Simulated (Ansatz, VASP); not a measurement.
# One calculation of W, two programs

The input INCAR:

```
SYSTEM = W
  ALGO = Normal
  EDIFF = 1E-7
  ENCUT = 520
  GGA = RP
  ISIF = 2
  ISMEAR = -1
  LASPH = .TRUE.
  LCHARG = .FALSE.
  LREAL = .FALSE.
  LWAVE = .FALSE.
  NBANDS = 13
  NELM = 60
  PREC = Accurate
  SIGMA = 0.05
```

Contents of KPOINTS:

```
k-points
0
G
  11 11 11
  0 0 0
```

The input POSCAR:

```
W
1.0
    0.0000000000      2.0300000000      2.0300000000
    2.0300000000      0.0000000000      2.0300000000
    2.0300000000      2.0300000000      0.0000000000
W
1
Direct
    0.0000000000      0.0000000000      0.0000000000
```

Contents of input.yaml:

```yaml
crystal:
  lattice:
    - [0.0, 2.03, 2.03]
    - [2.03, 0.0, 2.03]
    - [2.03, 2.03, 0.0]
  atoms:
    - { symbol: W, position: [0.0, 0.0, 0.0] }
hamiltonian:
  xc: rpbe
  pseudopotentials: { kind: paw }
kpoints:
  mp_grid: { grid: [11, 11, 11] }
  band_path:
    path:
      - [[0.0, 0.0, 0.0], [0.5, 0.0, 0.5], [0.5, 0.25, 0.75], [0.375, 0.375, 0.75], [0.0, 0.0, 0.0], [0.5, 0.5, 0.5], [0.625, 0.25, 0.625], [0.5, 0.25, 0.75], [0.5, 0.5, 0.5], [0.375, 0.375, 0.75]]
      - [[0.625, 0.25, 0.625], [0.5, 0.0, 0.5]]
    npoints: 14
scf:
  occupations: { method: fermi_dirac, width: 0.05 }
  n_extra_bands: 6
output:
  forces: true
  stress: true
  eigenvalues: true
  fatbands: false
```

Alike in both runs: functional RPBE; k mesh 11 × 11 × 11; occupations fermi-dirac, width 0.05 eV; no spin polarisation.

|  | VASP | Ansatz |
| --- | --- | --- |
| version | VASP 6.6.1 | Ansatz 0.2.0 |
| potentials or method | VASP PAW PBE potentials, release 64 (W_sv) | Ansatz PAW |
| plane-wave cutoff (eV) | 520 | 420 |
| valence electrons in the cell | 14 | 14 |
| task | single point | band structure |

```tsv
	VASP	Ansatz	Ansatz less VASP
gap on the k mesh at the Fermi level (eV)	none	none	-
pressure (GPa)	-1.0	-1.4	-0.39
```

VASP's potentials were made for PBE, not for RPBE. A gap of «none» marks a metal or a gap that the smearing closes. The functional is the same, so the differences come from potentials, cutoffs and numerics.

Spin-orbit coupling is off throughout.
